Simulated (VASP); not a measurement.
Input of a VASP 6.6.1 run:

INCAR

```
PREC = Accurate ; ENCUT = 520
EDIFF = 1E-8 ; ISMEAR = -1
SIGMA = 0.03 ; LREAL = False
LASPH = True ; NELM = 150
ALGO = Normal ; ISIF = 2
LWAVE = False ; LCHARG = False
LNONCOLLINEAR = True ; MAGMOM = 0 0 0 0 0 0
LORBIT = 11 ; LSORBIT = True
GGA_COMPAT = False ; LORBMOM = True
LMAXMIX = 4 ; GGA = PE
LEFG = True ; NBANDS = 27
```

KPOINTS

```
Automatic mesh
0
Gamma
  10 10 10
```

Contents of POSCAR:

```
HfN
1.0
    0.0000000000      2.2590000000      2.2590000000
    2.2590000000      0.0000000000      2.2590000000
    2.2590000000      2.2590000000      0.0000000000
Hf N
1 1
Direct
    0.0000000000      0.0000000000      0.0000000000
    0.5000000000      0.5000000000      0.5000000000
```

Potentials or basis: VASP PAW PBE potentials, release 64 (Hf_pv, N).

Run with:

```bash
$ cat potpaw_PBE.64/Hf_pv/POTCAR potpaw_PBE.64/N/POTCAR > POTCAR
$ mpirun -np 1 vasp_ncl > vasp.out
```

(1) What does it give for the pressure?

(2) Predict the net moment.

Results:

(1) 3.3 GPa.

(2) 0.00 μB per cell.

Caveat: without QUAD_EFG the Cq values of the log hold for a quadrupole moment of 1 mb, not for the nuclei.
